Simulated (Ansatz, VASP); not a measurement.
C in VASP and in Ansatz

File INCAR:

```
SYSTEM = C
PREC = Accurate
ENCUT = 600
EDIFF = 1E-6
ISMEAR = 0
SIGMA = 0.02
LREAL = .False.
LASPH = .True.
NELM = 120
ALGO = Normal
ISIF = 2
LWAVE = .False.
LCHARG = .False.
GGA = PE
NBANDS = 11
GGA_COMPAT = .False.
```

File KPOINTS:

```
regular mesh
0
Gamma
  12 12 12
  0 0 0
```

The input POSCAR:

```
C
1.0
    0.0000000000      1.7800000000      1.7800000000
    1.7800000000      0.0000000000      1.7800000000
    1.7800000000      1.7800000000      0.0000000000
C
2
Direct
    0.0000000000      0.0000000000      0.0000000000
    0.2500000000      0.2500000000      0.2500000000
```

Input for Ansatz:

```yaml
crystal:
  lattice:
    - [0.0, 1.78, 1.78]
    - [1.78, 0.0, 1.78]
    - [1.78, 1.78, 0.0]
  atoms:
    - { symbol: C, position: [0.0, 0.0, 0.0] }
    - { symbol: C, position: [0.25, 0.25, 0.25] }
basis:
  ecutwfc: 420
kpoints:
  mp_grid: { grid: [12, 12, 12] }
  band_path:
    path:
      - [[0.0, 0.0, 0.0], [0.5, 0.0, 0.5], [0.625, 0.25, 0.625]]
      - [[0.375, 0.375, 0.75], [0.0, 0.0, 0.0], [0.5, 0.5, 0.5], [0.5, 0.25, 0.75], [0.5, 0.0, 0.5]]
    npoints: 10
hamiltonian:
  xc: pbe
  pseudopotentials: { kind: paw, azcp: { folder: soft_1 } }
scf:
  occupations: { method: gaussian, width: 0.02 }
  n_extra_bands: 7
output:
  forces: true
  stress: true
  eigenvalues: true
```

Alike in both runs: task single point; functional PBE; k mesh 12 × 12 × 12; occupations gaussian, width 0.02 eV; no spin polarisation.

|  | VASP | Ansatz |
| --- | --- | --- |
| version | VASP 6.6.1 | Ansatz 0.2.0 |
| potentials or method | VASP PAW PBE potentials, release 64 (C), cutoff 600 eV | scalar-relativistic, plane waves, PAW |
| valence electrons in the cell | 8 | 8 |

```csv
,VASP,Ansatz,Ansatz less VASP
gap on the k mesh at the Fermi level (eV),4.17,4.17,+0.007
least direct gap on the mesh (eV),5.61,5.61,+0.002
pressure (GPa),4.3,4.3,0.00
```

The functional is the same, so the differences come from potentials, cutoffs and numerics.
